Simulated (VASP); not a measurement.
A run of VASP 6.6.1 is set up as follows.

File INCAR:

```
  PREC = Accurate
  ENCUT = 520
  EDIFF = 1E-6
  ISMEAR = 0
  SIGMA = 0.15
  LREAL = F
  LASPH = T
  NELM = 60
  ALGO = Normal
  ISIF = 2
  LWAVE = F
  LCHARG = F
  GGA = PS
  NBANDS = 16
```

File KPOINTS:

```
regular mesh
0
Gamma
  6 6 6
```

Contents of POSCAR:

```
WC
1.0
    2.9005014360      0.0000000000      0.0000000000
   -1.4502507180      2.5119079273      0.0000000000
    0.0000000000      0.0000000000      2.8290000000
W C
1 1
Direct
    0.0000000000      0.0000000000     -0.0795334040
    0.6666666667      0.3333333333      0.5000000000
```

Potentials or basis: VASP PAW PBE potentials, release 64 (W_sv, C).

Command:

```console
$ cat potpaw_PBE.64/W_sv/POTCAR potpaw_PBE.64/C/POTCAR > POTCAR
$ mpirun -np 1 vasp_std > vasp.out
```

Question: Predict the largest force.

Answer: 3.583 eV/Å.

Question: What does it give for the band gap on the k mesh?

Answer: Zero (band 9 reaches 12.05 eV, above the bottom of band 10 at 10.68 eV).

Question: What does it give for the pressure?

Answer: 12.0 GPa.

Stress tensor (GPa, compression positive):
```
11.02  0.00  0.00
 0.00 11.02  0.00
 0.00  0.00 13.83
```

Caveat: the k points lie up to 0.42 Å⁻¹ apart; the cell differs from its parent crystal (atom 1 (W) moved by (+0.000, -0.225) A along [1 1 0] and z); the PAW data sets were made with another functional, which shifts forces and pressure a little; spin-orbit coupling is left out, which moves the levels of the heavy elements.
